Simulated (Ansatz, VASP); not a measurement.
## Two plane-wave programs on AlN

```xyz
12
Lattice="2.2016 -2.2016 0.0000 2.2016 0.0000 -2.2016 9.6870 7.9257 8.8063" Properties=species:S:1:pos:R:3 pbc="T T T"
Al    5.6871    1.2840    3.4856
Al    3.4856    1.2840    1.2840
Al    7.8887    3.4856    3.4856
Al   12.2919    5.6871    5.6871
Al    7.8887    5.6871    5.6871
Al    3.4856   -0.9176   -0.9176
N     6.7879    2.3848    2.3848
N     4.5863    0.1832    2.3848
N     6.7879    4.5863    4.5863
N    11.1911    6.7879    6.7879
N     6.7879    6.7879    6.7879
N     2.3848    0.1832    0.1832
```

Alike in both runs: task single point; functional PBE; k mesh 8 × 8 × 2; occupations gaussian, width 0.05 eV; no spin polarisation.

|  | VASP | Ansatz |
| --- | --- | --- |
| version | VASP 6.6.1 | Ansatz 0.2.0 |
| potentials or method | VASP PAW PBE potentials, release 64 (Al, N), cutoff 520 eV | scalar-relativistic, plane waves, PAW |
| valence electrons in the cell | 48 | 48 |

```tsv
	VASP	Ansatz	Ansatz less VASP
gap on the k mesh at the Fermi level (eV)	2.97	2.98	+0.009
least direct gap on the mesh (eV)	3.19	3.20	+0.008
pressure (GPa)	-1.3	-1.0	+0.27
traceless stress, the component that is largest in VASP (GPa)	4.85	4.84	-0.003
rms of the force components (eV/Å)	0.294	0.295	+0.0013
```

Atom by atom the forces differ by 0.003 eV/Å (rms over components).
